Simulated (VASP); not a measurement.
Set up this calculation in VASP 6.6.1, as the native input.

```
Task                   : single point
Functional             : LDA
Potentials or basis    : VASP PAW LDA potentials, release 64 (Mg, C)
Cutoff                 : 520 eV
k mesh                 : 5 × 5 × 5
Occupations            : fermi-dirac, width 0.05 eV
Spin                   : no spin polarisation
Dipole correction      : no
Further INCAR settings : ALGO = Normal; EDIFF = 1e-06; NBANDS = 19
```

The structure of MgC2 lies in POSCAR:

```
MgC2
1.0
    3.8630153357      0.0000000000      0.0000000000
    0.0000000000      3.8630153357      0.0000000000
    0.0000000000      0.0000000000      4.7851559426
Mg C
2 4
Direct
    0.0000000000      0.0000000000      0.5000000000
    0.5000000000      0.5000000000      0.0000000000
    0.3862521139      0.6137478861      0.5000000000
    0.1137478861      0.1137478861      0.0000000000
    0.6137478861      0.3862521139      0.5000000000
    0.8862521139      0.8862521139      0.0000000000
```

One way to write it, as run:

INCAR

```
PREC = Accurate
ENCUT = 520
EDIFF = 1E-6
ISMEAR = -1
SIGMA = 0.05
LREAL = False
LASPH = True
NELM = 60
ALGO = Normal
ISIF = 2
LWAVE = False
LCHARG = True
GGA = CA
LELF = True
LVHAR = True
NBANDS = 19
```

KPOINTS

```
regular mesh
0
Gamma
  5 5 5
```

Potentials or basis: VASP PAW LDA potentials, release 64 (Mg, C).

Launch:

```console
$ cat potpaw_LDA.64/Mg/POTCAR potpaw_LDA.64/C/POTCAR > POTCAR
$ mpirun -np 1 vasp_std > vasp.out
```

It gave:

The pressure is 1.7 GPa. The largest force is 0.121 eV/Å and the band gap on the k mesh is 2.24 eV (least direct gap 2.56 eV).

Run time: 37 s on 1 thread of Intel Xeon 8259CL, with other jobs on the host, peak memory 0.16 GiB.
